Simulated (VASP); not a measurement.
Set up this calculation in VASP 6.6.1, as the native input.

```
Task                   : relaxation of cell and atoms
Functional             : PBEsol
Potentials or basis    : VASP PAW PBE potentials, release 64 (Hf_pv, N)
Cutoff                 : 600 eV
k mesh                 : 16 × 16 × 16
Occupations            : gaussian, width 0.1 eV
Spin                   : no spin polarisation
Dipole correction      : no
Further INCAR settings : ALGO = Normal; EDIFF = 1e-06; IBRION = 2; EDIFFG = -0.005; NSW = 100; ISIF = 3
```

The structure of HfN lies in POSCAR:

```
HfN
1.0
    0.0000000000      2.2524490518      2.2524490518
    2.2524490518      0.0000000000      2.2524490518
    2.2524490518      2.2524490518      0.0000000000
Hf N
1 1
Direct
    0.5000000000      0.5000000000      0.5000000000
    0.0000000000      0.0000000000      0.0000000000
```

The input as run:

INCAR

```
SYSTEM = HfN
PREC     = Accurate       ! precision mode
ENCUT    = 600            ! plane-wave cutoff, eV
EDIFF    = 1E-6           ! SCF threshold, eV
ISMEAR   = 0              ! smearing method
SIGMA    = 0.1            ! smearing width, eV
LREAL    = .False.        ! projectors in reciprocal space
LASPH    = .True.         ! aspherical terms in the spheres
NELM     = 100            ! most SCF steps
ALGO     = Normal         ! electronic algorithm
ISIF     = 3              ! what is computed and relaxed
LWAVE    = .False.        ! write WAVECAR
LCHARG   = .False.        ! write CHGCAR
GGA      = PS             ! functional
IBRION   = 2              ! ionic algorithm
NSW      = 100            ! ionic steps
EDIFFG   = -0.005         ! ionic threshold
```

KPOINTS

```
regular mesh
0
Gamma
  16 16 16
  0 0 0
```

Potentials or basis: VASP PAW PBE potentials, release 64 (Hf_pv, N).

The run is started by

```sh
$ cat potpaw_PBE.64/Hf_pv/POTCAR potpaw_PBE.64/N/POTCAR > POTCAR
$ mpirun -np 1 vasp_std > vasp.out
```

It gave:

* Relaxed volume: 11.31 Å³/atom
* Relaxed cell: a = 3.175 Å, b = 3.175 Å, c = 3.175 Å, α = 60.00°, β = 60.00°, γ = 60.00°
* Space group after relaxing (to 0.05 Å): Fm-3m (No. 225)
* Energy gained by relaxing: 1.1 meV/atom
* Ionic steps: 3
* Pressure after relaxing: 0.0 GPa

Caveat: the PAW data sets were made with another functional, which shifts forces and pressure a little.

It took 52 s on 1 thread of AMD EPYC 9R45 96-Core Processor (Zen 5), with other jobs on the host, peak memory 0.17 GiB.
